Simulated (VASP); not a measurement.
MgTlSe:

```
Mg Tl Se
1.0
     3.68428    0.00000    0.00000
     0.00000    3.68428    0.00000
     0.00000    0.00000    5.98981
Mg Tl Se
1 1 1
Direct
  0.00000 0.00000 0.00000
  0.00000 0.00000 0.50000
  0.50000 0.50000 0.00000
```

The cell was built from a structure type or drawn by symmetry, and may not be a known phase.

```yaml
Program: VASP 6.6.1
Task: relaxation of cell and atoms
Functional: PBE
Potentials_or_basis: VASP PAW PBE potentials, release 64 (Mg, Tl_d, Se)
Cutoff: 600 eV
k_mesh: 6 × 6 × 4
Occupations: gaussian, width 0.1 eV
Spin: no spin polarisation
```

At the start: pressure 2.1 GPa; volume 27.10 Å³/atom.

**Question.** How do energy, volume and symmetry change on relaxing?

**Answer.** Over 6 steps the energy falls by 16.1 meV/atom and the volume is 29.20 Å³/atom (+7.8 %); space group P4/mmm (No. 123, to 0.1 Å) before and after.

Step by step:
```csv
step,energy change (eV),largest force (eV/Å),pressure (GPa),volume (Å³)
1,0.0000,0.0000,2.05,81.31
2,-0.0355,0.0000,0.41,85.46
3,-0.0388,0.0000,-0.31,87.56
4,-0.0389,0.0000,-0.20,87.27
5,-0.0460,0.0000,-0.06,87.45
6,-0.0484,0.0000,0.13,87.61
```

Final structure:
```xyz
3
Lattice="3.7189 0.0000 0.0000 0.0000 3.7189 0.0000 0.0000 0.0000 6.3350" Properties=species:S:1:pos:R:3 pbc="T T T"
Mg    0.0000    0.0000    0.0000
Tl    0.0000    0.0000    3.1675
Se    1.8594    1.8594    0.0000
```
